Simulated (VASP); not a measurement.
**HfN: single point with PBE**

HfN:

```
Hf N
1.0
     0.00000    2.25600    2.25600
     2.25600    0.00000    2.25600
     2.25600    2.25600    0.00000
Hf N
1 1
Cartesian
  0.0000 0.0000 0.1000
  2.2560 2.2560 2.2560
```

```
Program             : VASP 6.6.1
Task                : single point
Functional          : PBE
Potentials or basis : VASP PAW PBE potentials, release 64 (Hf_pv, N)
Cutoff              : 520 eV
k mesh              : 16 × 16 × 16
Occupations         : gaussian, width 0.02 eV
Spin                : no spin polarisation
```

```yaml
Pressure: 5.5 GPa
Largest_force: 1.223 eV/Å
Band_gap_on_the_k_mesh: zero (an odd number of electrons rules out a gap without spin polarisation)
```

Forces in eV/Å, atoms in the order of the input:
```
Hf   0.000  0.000 -1.223
N    0.000  0.000  1.223
```

Stress tensor (GPa, compression positive):
```
4.20 0.00 0.00
0.00 4.20 0.00
0.00 0.00 8.15
```

Levels at points of the mesh, in eV from the Fermi level:
```csv
k point,band 6,band 7,band 8,band 9,band 10,band 11
"(0.00, 0.00, 0.00)",-3.17,-3.16,-0.32,-0.15,-0.15,1.83
"(0.50, 0.00, 0.00)",-6.18,-6.17,3.27,3.64,3.76,4.51
"(0.50, 0.50, 0.00)",-3.81,-3.69,-3.69,4.16,5.56,5.57
"(0.00, 0.50, 0.50)",-4.48,-3.71,-2.98,4.20,5.57,5.58
```

It took 85 s on 1 thread of AMD EPYC 7R43 64-Core Processor (Zen 3), on a shared host, peak memory 0.2 GiB.

Caveat: the cell stands under pressure; spin-orbit coupling is left out, which moves the levels of the heavy elements; forces of over 1 eV/Å act on the atoms, so gaps and moduli don't describe the material at rest.
